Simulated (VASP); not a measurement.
Runs of VASP 6.6.1 on Be. The structure is that of space group Pm-3m (No. 221), or close to it. The cells are those of the table. 

```csv
cell,k mesh,cutoff (eV),gap on the mesh (eV),pressure (GPa)
"a = 2.131 Å, 1 atom",16 × 16 × 16,520,none,6.8
"a = 2.191 Å, 1 atom",23 × 23 × 23,520,none,0.1
"a = 2.191 Å, 1 atom",15 × 15 × 15,600,none,0.1
"a = 2.191 Å, 1 atom",16 × 16 × 16,520,none,(a)
"a = 2.275 Å, 1 atom",16 × 16 × 16,520,none,-6.2
```

Alike in all rows: task single point; level BLYP; potentials or basis VASP PAW PBE potentials, release 64 (Be); no spin polarisation; smearing fermi-dirac 0.1 eV.

**Question.** Estimate the missing entries.

**Answer.** (a) 0.2.

Caveats: the PAW data sets were made with another functional, which shifts forces and pressure a little.

A gap of «none» marks levels without a gap at the run's occupations.
